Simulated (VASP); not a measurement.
Write the native input for VASP 6.6.1 that does the following.

```yaml
Task: single point
Functional: PBE-based global hybrid with 25 % exact exchange
Potentials_or_basis: VASP PAW PBE potentials, release 64 (Ta_pv, N)
Cutoff: 520 eV
k_mesh: 6 × 6 × 6
Occupations: fermi-dirac, width 0.05 eV
Spin: no spin polarisation
Dipole_correction: no
Grid_for_exact_exchange_PRECFOCK: Normal
Share_of_exact_exchange: 0.25
Further_INCAR_settings: ALGO = Normal; EDIFF = 1e-07; NBANDS = 15
```

The system is TaN.

```xyz
2
Lattice="0.0000 2.1790 2.1790 2.1790 0.0000 2.1790 2.1790 2.1790 0.0000" Properties=species:S:1:pos:R:3 pbc="T T T"
Ta    2.1790    2.1790    2.1790
N     0.0000    0.0000    0.0000
```

The input as run:

POSCAR

```
TaN
1.0
    0.0000000000      2.1790013100      2.1790013100
    2.1790013100      0.0000000000      2.1790013100
    2.1790013100      2.1790013100      0.0000000000
Ta N
1 1
Direct
    0.5000000000      0.5000000000      0.5000000000
    0.0000000000      0.0000000000      0.0000000000
```

INCAR.step1

```
ALGO = Normal ; EDIFF = 1E-5
ENCUT = 520 ; GGA = PE
ISIF = 2 ; ISMEAR = -1
LASPH = True ; LCHARG = False
LREAL = False ; LWAVE = True
NBANDS = 15 ; NELM = 80
PREC = Accurate ; SIGMA = 0.05
```

INCAR.step2

```
AEXX = 0.25 ; ALGO = Normal
EDIFF = 1E-7 ; ENCUT = 520
GGA = PE ; ISIF = 2
ISMEAR = -1 ; ISTART = 1
LASPH = True ; LCHARG = False
LHFCALC = True ; LREAL = False
LWAVE = False ; NBANDS = 15
NELM = 80 ; PREC = Accurate
PRECFOCK = Normal ; SIGMA = 0.05
```

KPOINTS

```
k-points
0
Gamma
  6 6 6
```

Potentials or basis: VASP PAW PBE potentials, release 64 (Ta_pv, N).

Run with:

```bash
$ cat potpaw_PBE.64/Ta_pv/POTCAR potpaw_PBE.64/N/POTCAR > POTCAR
$ cp INCAR.step1 INCAR
$ mpirun -np 1 vasp_std > vasp.out
$ cp INCAR.step2 INCAR
$ mpirun -np 1 vasp_std > vasp.out
```

It gave:

| Quantity | Value |
| --- | --- |
| Pressure | 6.1 GPa |
| Band gap on the k mesh | zero (bands 8 and 9 overlap by 5.59 eV) |

Caveat: the k points lie up to 0.42 Å⁻¹ apart, too coarse for converged energies and pressures of a metal; the PAW data sets were made with another functional, which shifts forces and pressure a little; spin-orbit coupling is left out, which moves the levels of the heavy elements.

It took 38 min on 1 thread of Intel(R) Xeon(R) Platinum 8259CL CPU @ 2.50GHz (Skylake/Cascade Lake), with other jobs on the host, peak memory 0.16 GiB.
